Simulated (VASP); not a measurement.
# Ba3Ti3SiCl2O9 in VASP: further runs

Runs on Ba3Ti3SiCl2O9. Level: PBEsol. Tasks: single point.

Program: VASP 6.6.1. These are calculated values, not measurements. Logs are shortened: lines on timing, memory, paths and dates and some standing lists are left out, and cuts for length are marked.

### Step 1. The cell of the first run

The cell holds a slab with vacuum, 18 atoms: a = 5.654 Å, b = 5.654 Å, c = 20.711 Å, α = 90.00°, β = 90.00°, γ = 120.00°.

### Step 2. Single point, PBEsol

Input file INCAR:

```
SYSTEM = Ba3Ti3SiCl2O9
  ALGO = Normal
  EDIFF = 1E-7
  ENCUT = 520
  GGA = PS
  ISIF = 2
  ISMEAR = -1
  LASPH = .True.
  LCHARG = .True.
  LELF = .True.
  LREAL = Auto
  LVHAR = .True.
  LWAVE = .False.
  NBANDS = 84
  NELM = 80
  PREC = Accurate
  SIGMA = 0.05
```

Input file KPOINTS:

```
k-points
0
Gamma
  2 2 1
  0 0 0
```

Input file POSCAR:

```
Ba3Ti3SiCl2O9
1.0
    5.6540340000      0.0000000000      0.0000000000
   -2.8270170000      4.8965370000      0.0000000000
    0.0000000000      0.0000000000     20.7113680000
Ba Ti O Si Cl
3 3 9 1 2
Direct
    0.0000000000      0.0000000000      0.0482826629
    0.6669268993      0.3330108605      0.1551804787
    0.3368434472      0.6625090344      0.2735888812
    0.3333376221      0.6666752442      0.1002106669
    0.0040240090     -0.0046155068      0.2268319505
    0.6710231205      0.3286812700      0.3139821570
    0.4973617069      0.9947234137      0.0530626466
    0.0052660640      0.5026409481      0.0530626466
    0.4973748840      0.5026409481      0.0530626466
    0.1724494509      0.3293347931      0.1755847320
    0.6703121199      0.8265841757      0.1755026515
    0.1706036353      0.8286468580      0.1766083245
    0.8471726116      0.6823597984      0.2914051839
    0.3179365447      0.1530673617      0.2908740746
    0.8491921976      0.1489419972      0.2891503835
    1.0275789156      0.2136407833      0.4677720950
    1.1904454346      0.0164197677      0.5205981565
    0.8710878579      0.3193685660      0.5457630804
```

Potentials or basis: VASP PAW PBE potentials, release 64 (Ba_sv, Ti_sv, O, Si, Cl).

Command:

```console
> cat potpaw_PBE.64/Ba_sv/POTCAR potpaw_PBE.64/Ti_sv/POTCAR potpaw_PBE.64/O/POTCAR potpaw_PBE.64/Si/POTCAR potpaw_PBE.64/Cl/POTCAR > POTCAR
> mpirun -np 1 vasp_std > vasp.out
```

OUTCAR:

```text
SYSTEM = Ba3Ti3SiCl2O9
   EDIFF = 1E-7
   ENCUT = 520
   GGA = PS
   ISIF = 2
   ISMEAR = -1
   LASPH = .True.
   LREAL = Auto
   NELM = 80
   PREC = Accurate

 ion  position               nearest neighbor table
   1  0.000  0.000  0.048-   8 2.83   9 2.83   7 2.83   7 2.83   9 2.83   8 2.83  11 3.09  10 3.09
                            12 3.14   4 3.44   4 3.44   4 3.44   5 3.70   2 3.94   2 3.95   2 3.95
   2  0.667  0.333  0.155-   7 2.69   8 2.69   9 2.69  11 2.81  10 2.82  12 2.86  12 2.86  10 2.90
                            11 2.90   6 3.29  14 3.29  13 3.30  15 3.30   4 3.46   4 3.46   4 3.46
   3  0.337  0.663  0.274-  12 2.59  10 2.60  11 2.61  15 2.84  13 2.85  14 2.85  14 2.85  15 2.85
                            13 2.85   6 3.37   6 3.37   6 3.38   5 3.40   5 3.41   5 3.41   4 3.59
   4  0.333  0.667  0.100-   7 1.88   9 1.88   8 1.88  12 2.24  11 2.27  10 2.27   1 3.44   1 3.44
                             1 3.44   2 3.46   2 3.46   2 3.46   3 3.59
   5  0.004  0.995  0.227-  12 1.94  11 1.95  10 1.95  15 1.99  14 2.03  13 2.03   3 3.40   3 3.41
                             3 3.41   2 3.57   2 3.57   2 3.62   1 3.70
   6  0.671  0.329  0.314-  13 1.79  14 1.79  15 1.83   2 3.29   3 3.37   3 3.37   3 3.38
   7  0.497  0.995  0.053-   4 1.88   2 2.69   1 2.83   1 2.83
   8  0.005  0.503  0.053-   4 1.88   2 2.69   1 2.83   1 2.83
   9  0.497  0.503  0.053-   4 1.88   2 2.69   1 2.83   1 2.83
  10  0.172  0.329  0.176-   5 1.95   4 2.27   3 2.60   2 2.82   2 2.90   1 3.09
  11  0.670  0.827  0.176-   5 1.95   4 2.27   3 2.61   2 2.81   2 2.90   1 3.09
  12  0.171  0.829  0.177-   5 1.94   4 2.24   3 2.59   2 2.86   2 2.86   1 3.14
  13  0.847  0.682  0.291-   6 1.79   5 2.03   3 2.85   3 2.85   2 3.30
  14  0.318  0.153  0.291-   6 1.79   5 2.03   3 2.85   3 2.85   2 3.29
  15  0.849  0.149  0.289-   6 1.83   5 1.99   3 2.84   3 2.85   2 3.30
  16  0.028  0.214  0.468-  18 2.07  17 2.08
  17  0.190  0.016  0.521-  16 2.08
  18  0.871  0.319  0.546-  16 2.07

  LATTYP: Found a hexagonal cell.
 ALAT       =     5.6540340000
 C/A-ratio  =     3.6631134514

  Lattice vectors:

 A1 = (   5.6540340000,   0.0000000000,   0.0000000000)
 A2 = (  -2.8270170000,   4.8965370000,   0.0000000000)
 A3 = (   0.0000000000,   0.0000000000,  20.7113680000)

Analysis of symmetry for initial positions (statically):
=====================================================================
 Subroutine PRICEL returns:
 Original cell was already a primitive cell.

 Routine SETGRP: Setting up the symmetry group for a
 hexagonal supercell.

 Subroutine GETGRP returns: Found  1 space group operations
 (whereof  1 operations were pure point group operations)
 out of a pool of 24 trial point group operations.
[... 133 lines left out ...]
   ISYM   =      2    0-nonsym 1-usesym 2-fastsym
   POTIM  = 0.5000    time-step for ionic-motion
   TEBEG  =    0.0;   TEEND  =   0.0 temperature during run
   PSTRESS=    0.0 pullay stress
   NELECT =     138.0000    total number of electrons
   NUPDOWN=      -1.0000    fix difference up-down
   EMIN   =  10.00;   EMAX   =-10.00  energy-range for DOS
   EFERMI =   0.00;   METHOD = LEGACY
   ISMEAR =    -1;   SIGMA  =   0.05  broadening in eV -4-tet -1-fermi 0-gaus
   EFERMI_NEDOS =   21; number of points for ismear=-14 and -15
   IALGO  =     38    algorithm
   IMIX   =      4    mixing-type and parameters
     AMIX     =   0.40;   BMIX     =  1.00
     AMIX_MAG =   1.60;   BMIX_MAG =  1.00
  volume/ion in A,a.u.               =      31.86       214.97
  Fermi-wavevector in a.u.,A,eV,Ry     =   1.018316  1.924338 14.108791  1.036967
  Thomas-Fermi vector in A             =   2.151766
   LORBIT       =      0    0 simple, 1 ext, 2 COOP (PROOUT), +10 PAW based schemes
   GGA     = PS    functional components
   LHFCALC =     F    Hartree Fock is set to
   AEXX    =    0.0000 exact exchange contribution
   IVDW    =     0    specifies the selected vdW correction
   LEPSILON=     F    determine dielectric tensor
   LRPA    =     F    only Hartree local field effects (RPA)
 non-spin polarized calculation
  energy-cutoff  :      520.00
  volume of cell :      573.40
 maximum number of plane-waves:     15449
   NGX = 21   NGY = 21   NGZ = 77

 number of electron     137.9999999 magnetization

 Free energy of the ion-electron system (eV)
  ---------------------------------------------------
  ext. energy  EPLUGINS =         0.00000000
  ---------------------------------------------------
  free energy    TOTEN  =      -129.83308367 eV

  energy without entropy =     -129.75327077  energy(sigma->0) =     -129.79317722

 E-fermi :  -0.5582     XC(G=0):  -5.9157

 val. band max:       -0.5708334162   @ k =   0.0000   0.0000   0.0000
 cond. band min:      -0.4684313390   @ k =   0.5000   0.5000   0.0000
 fundamental gap:      0.1024020772
 Fermi energy:        -0.5581858576

 k-point     1 :       0.0000    0.0000    0.0000
  band No.  band energies     occupation
      1     -58.4197      2.00000
      2     -57.7124      2.00000
      3     -56.0946      2.00000
      4     -34.9548      2.00000
      5     -34.9216      2.00000
      6     -34.8810      2.00000
[... 325 lines left out ...]
     80       3.1692      0.00000
     81       3.2392      0.00000
 [bands above 81 left out]

------------------------ aborting loop because EDIFF is reached ----------------------------------------

  FORCE on cell =-STRESS in cart. coord.  units (eV):
  Direction    XX          YY          ZZ          XY          YZ          ZX
  --------------------------------------------------------------------------------------
  -------------------------------------------------------------------------------------
  Total       -1.2912532     -0.8633749     -9.1423123     -0.0098023      0.7055221     -0.8148384
  in kB       -3.6079935     -2.4124246    -25.5452639     -0.0273895      1.9713557     -2.2768050
  external PRESSURE =     -10.5218940 kB  Pullay stress =       0.0000000 kB

 VOLUME and BASIS-vectors are now :
 -----------------------------------------------------------------------------
  energy-cutoff  :      520.00
  volume of cell :      573.40
      direct lattice vectors                 reciprocal lattice vectors
     5.654034000  0.000000000  0.000000000     0.176864872  0.102112983  0.000000000
    -2.827017000  4.896537000  0.000000000     0.000000000  0.204225966  0.000000000
     0.000000000  0.000000000 20.711368000     0.000000000  0.000000000  0.048282663

 POSITION                                       TOTAL-FORCE (eV/Angst)
 -----------------------------------------------------------------------------------
      0.00000      0.00000      1.00000        -0.007508      0.003772     -0.615000
      2.82940      1.63060      3.21400         0.075113     -0.058108     -1.442736
      0.03160      3.24400      5.66640         0.075002     -0.043034     -0.388462
     -0.00000      3.26440      2.07550         0.038865     -0.020008     -2.668506
     -2.79122      4.87394      4.69800        -0.131508      0.080235     -4.742272
      2.86480      1.60940      6.50300         0.527337     -0.381346      0.425449
[... 10 lines left out ...]
      1.03037      0.08040     10.78230         0.112741     -0.168694     -0.325477
      4.02230      1.56380     11.30350        -0.201456      0.109051     -0.019051
 -----------------------------------------------------------------------------------
    total drift:                               -0.004004     -0.005012     -0.027781

  FREE ENERGIE OF THE ION-ELECTRON SYSTEM (eV)
  ---------------------------------------------------
  free  energy   TOTEN  =      -129.8330836691 eV

  energy  without entropy=     -129.7532707692  energy(sigma->0) =     -129.79317722
```

It took 7 min on 1 thread of Intel Xeon 6975P-C (Granite Rapids), shared host; peak memory 0.68 GiB.

What came out:

* Free energy: -129.8331 eV
* Largest force: 4.745 eV/Å
* Band gap on the k mesh: zero (bands 69 and 70 overlap by 0.08 eV)

Forces in eV/Å, atoms in the order of the input:
```
Ba  -0.008  0.004 -0.615
Ba   0.075 -0.058 -1.443
Ba   0.075 -0.043 -0.388
Ti   0.039 -0.020 -2.669
Ti  -0.132  0.080 -4.742
Ti   0.527 -0.381  0.425
O    0.014 -1.353  1.757
O    1.176  0.665  1.753
O   -1.121  0.649  1.669
O   -0.075 -1.124  0.906
O    0.917  0.621  0.915
O   -0.815  0.470  0.778
O    0.004 -1.853  0.559
O    1.665  0.935  0.560
O   -2.250  1.264  0.816
Si  -0.003  0.204  0.063
Cl   0.113 -0.169 -0.325
Cl  -0.201  0.109 -0.019
```

Levels at points of the mesh, in eV from the Fermi level:
```tsv
k point	band 67	band 68	band 69	band 70	band 71	band 72
(0.00, 0.00, 0.00)	-0.06	-0.06	-0.01	0.23	0.91	1.16
(0.50, 0.00, 0.00)	-0.55	-0.54	-0.15	-0.09	0.66	1.17
(0.00, 0.50, 0.00)	-0.55	-0.53	-0.15	0.29	0.38	1.19
(0.50, 0.50, 0.00)	-0.55	-0.54	-0.15	0.09	0.72	1.11
```

Caveat: the k points lie up to 0.64 Å⁻¹ apart; the PAW data sets were made with another functional, which shifts forces and pressure a little; spin-orbit coupling is left out, which moves the levels of the heavy elements; semilocal functionals often make such compounds metallic where correlation or magnetic order opens a gap, which also shifts bond lengths.

### Step 3. Single point, PBEsol

Input file INCAR:

```
SYSTEM = Ba3Ti3SiCl2O9
PREC = Accurate ; ENCUT = 520
EDIFF = 1E-6 ; ISMEAR = -1
SIGMA = 0.05 ; LREAL = Auto
LASPH = .True. ; NELM = 100
ALGO = Normal ; ISIF = 2
LWAVE = .False. ; LCHARG = .False.
GGA = PS ; NBANDS = 84
```

Input file KPOINTS:

```
regular mesh
0
Gamma
  2 2 1
  0 0 0
```

Input file POSCAR:

```
Ba3Ti3SiCl2O9
1.0
    5.6540340000      0.0000000000      0.0000000000
   -2.8270170000      4.8965370000      0.0000000000
    0.0000000000      0.0000000000     20.7113680000
Ba Ti O Si Cl
3 3 9 1 2
Direct
    0.0000000000      0.0000000000      0.0482826629
    0.6591459183      0.3322348019      0.1334725934
    0.3462054012      0.6818696560      0.2606153297
    0.3333376221      0.6666752442      0.1002106669
    0.0029705016     -0.0243028900      0.2090639305
    0.6732962239      0.3536376831      0.3087821142
    0.4973617069      0.9947234137      0.0530626466
    0.0052660640      0.5026409481      0.0530626466
    0.4973748840      0.5026409481      0.0530626466
    0.1557833219      0.3366460827      0.1698052973
    0.6648467078      0.8294841844      0.1700032562
    0.1587675092      0.7998101515      0.1593279594
    0.8578493848      0.6812161330      0.2750035633
    0.3999640137      0.1703244558      0.2669934695
    0.8602532716      0.1660765557      0.3347340456
    1.1466989741      0.3686482916      0.3988341089
    1.4036664656      0.1549258180      0.3991431179
    1.0043555128      0.2292028019      0.4882680854
```

Potentials or basis: VASP PAW PBE potentials, release 64 (Ba_sv, Ti_sv, O, Si, Cl).

Command:

```console
> cat potpaw_PBE.64/Ba_sv/POTCAR potpaw_PBE.64/Ti_sv/POTCAR potpaw_PBE.64/O/POTCAR potpaw_PBE.64/Si/POTCAR potpaw_PBE.64/Cl/POTCAR > POTCAR
> mpirun -np 1 vasp_std > vasp.out
```

Run time: 5.8 min. Hardware: 1 thread of Intel Xeon 6975P-C (Granite Rapids), shared host; peak memory 0.68 GiB.

Results (log left out):

* Free energy: -130.0615 eV
* Largest force: 5.806 eV/Å
* Band gap on the k mesh: 0.32 eV (least direct gap 0.33 eV)

Forces in eV/Å, atoms in the order of the input:
```
Ba  -0.049  0.042 -1.729
Ba   0.419 -0.126  1.632
Ba   0.118 -0.493  1.048
Ti  -0.028 -0.473 -5.787
Ti   0.806  0.347 -2.747
Ti   3.492  0.654  3.799
O    0.154 -2.092  0.805
O    1.885  0.856  0.684
O   -1.549  0.891  0.786
O    0.350 -2.415  1.294
O    1.541  1.069  0.477
O   -3.011  2.438  2.681
O    0.059  1.233  0.023
O   -3.255 -2.292 -3.275
O    0.577  1.242  0.112
Si  -0.588 -0.182 -1.851
Cl  -0.376 -0.163  1.193
Cl  -0.544 -0.536  0.857
```

Levels at points of the mesh, in eV from the valence-band top:
```tsv
k point	band 67	band 68	band 69	band 70	band 71	band 72
(0.00, 0.00, 0.00)	-0.25	-0.20	-0.03	0.56	0.84	0.97
(0.50, 0.00, 0.00)	-0.53	-0.22	0.00	0.38	1.10	1.18
(0.00, 0.50, 0.00)	-0.56	-0.18	-0.01	0.59	0.89	1.16
(0.50, 0.50, 0.00)	-0.60	-0.25	-0.02	0.32	1.05	1.09
```

Caveat: the k points lie up to 0.64 Å⁻¹ apart; the PAW data sets were made with another functional, which shifts forces and pressure a little; spin-orbit coupling is left out, which moves the levels of the heavy elements.

### Step 4. Single point, PBEsol

Input file INCAR:

```
SYSTEM = Ba3Ti3SiCl2O9
ALGO = Normal
EDIFF = 1E-6
ENCUT = 520
GGA = PS
ISIF = 2
ISMEAR = -1
LASPH = .True.
LCHARG = .True.
LELF = .True.
LREAL = Auto
LVHAR = .True.
LWAVE = .False.
NBANDS = 84
NELM = 80
PREC = Accurate
SIGMA = 0.05
```

Input file KPOINTS:

```
k-points
0
Gamma
  2 2 1
  0 0 0
```

Input file POSCAR:

```
Ba3Ti3SiCl2O9
1.0
    5.6540340000      0.0000000000      0.0000000000
   -2.8270170000      4.8965370000      0.0000000000
    0.0000000000      0.0000000000     20.7113680000
Ba Ti O Si Cl
3 3 9 1 2
Direct
    0.0000000000      0.0000000000      0.0482826629
    0.6764254198      0.3317038143      0.1486285213
    0.3937157127      0.7379092612      0.3039635045
    0.3333376221      0.6666752442      0.1002106669
    0.0519854484      0.0388846240      0.2190729265
    0.7259231958      0.4294259392      0.3537477582
    0.4973617069      0.9947234137      0.0530626466
    0.0052660640      0.5026409481      0.0530626466
    0.4973748840      0.5026409481      0.0530626466
    0.1534142136      0.3629299646      0.1687237656
    0.7016358608      0.8494370613      0.1979878876
    0.2223682912      0.9161168393      0.1828947272
    0.9154049162      0.7518987399      0.3111189951
    0.4165613449      0.2363098655      0.2926750179
    0.9215280831      0.2303668899      0.3609129054
    0.9583000417      0.3031326017      0.4427761604
    1.3758969022      0.3486954147      0.4433845220
    0.8485677920     -0.1083010299      0.4747585963
```

Command:

```console
> cat potpaw_PBE.64/Ba_sv/POTCAR potpaw_PBE.64/Ti_sv/POTCAR potpaw_PBE.64/O/POTCAR potpaw_PBE.64/Si/POTCAR potpaw_PBE.64/Cl/POTCAR > POTCAR
> mpirun -np 1 vasp_std > vasp.out
```

Wall time 5.9 min (1 thread of Intel Xeon 6975P-C (Granite Rapids), shared host); peak memory 0.68 GiB.

It converged, with:

```yaml
Free_energy: -129.8993 eV
Largest_force: 4.872 eV/Å
Band_gap_on_the_k_mesh: 0.12 eV (least direct gap 0.29 eV)
```

Forces in eV/Å, atoms in the order of the input:
```
Ba   0.057  0.185 -1.320
Ba  -0.112  0.840 -0.151
Ba   0.221  0.149 -1.270
Ti  -0.061 -1.175 -4.479
Ti  -2.703  3.037  2.684
Ti  -2.583 -0.029 -2.891
O    0.115 -1.337  2.131
O    1.573  1.353  1.828
O   -1.449  1.197  2.146
O    0.672 -1.026  1.799
O   -0.522 -0.259 -0.331
O    2.978 -3.013 -2.357
O    0.224 -1.940  1.087
O    1.872  1.319  1.893
O   -1.673  1.024 -0.416
Si   1.365 -1.643 -0.134
Cl   0.979  0.582 -0.550
Cl  -0.951  0.736  0.330
```

Levels at points of the mesh, in eV from the valence-band top:
```csv
k point,band 65,band 66,band 67,band 68,band 69,band 70,band 71,band 72,band 73,band 74
"(0.00, 0.00, 0.00)",-1.16,-1.12,-0.22,-0.04,0.00,0.46,0.68,1.09,1.23,1.71
"(0.50, 0.00, 0.00)",-1.22,-0.85,-0.55,-0.36,-0.13,0.19,0.59,0.93,1.21,1.41
"(0.00, 0.50, 0.00)",-1.20,-0.73,-0.56,-0.42,-0.33,0.53,0.59,1.11,1.21,1.53
"(0.50, 0.50, 0.00)",-1.17,-0.83,-0.54,-0.38,-0.17,0.12,0.58,1.03,1.31,1.54
```

Caveat: the k points lie up to 0.64 Å⁻¹ apart; the PAW data sets were made with another functional, which shifts forces and pressure a little; spin-orbit coupling is left out, which moves the levels of the heavy elements.

### Step 5. Overview

```tsv
cell	gap on the mesh (eV)	largest force (eV/Å)
as given, atomic positions A	none	4.74
as given, atomic positions B	0.32	5.81
as given, atomic positions C	0.12	4.87
```

Alike in all rows: task single point; level PBEsol; potentials or basis VASP PAW PBE potentials, release 64 (Ba_sv, Ti_sv, O, Si, Cl); no spin polarisation; k mesh 2 × 2 × 1; cutoff (eV) 520; smearing fermi-dirac 0.05 eV.

Caveats: all runs use coarse meshes; the PAW data sets were made with another functional, which shifts forces and pressure a little; spin-orbit coupling is left out, which moves the levels of the heavy elements; semilocal functionals often make such compounds metallic where correlation or magnetic order opens a gap, which also shifts bond lengths (at least some runs).

Total energies depend on the potentials used, so only differences within one code and one set of settings carry meaning.
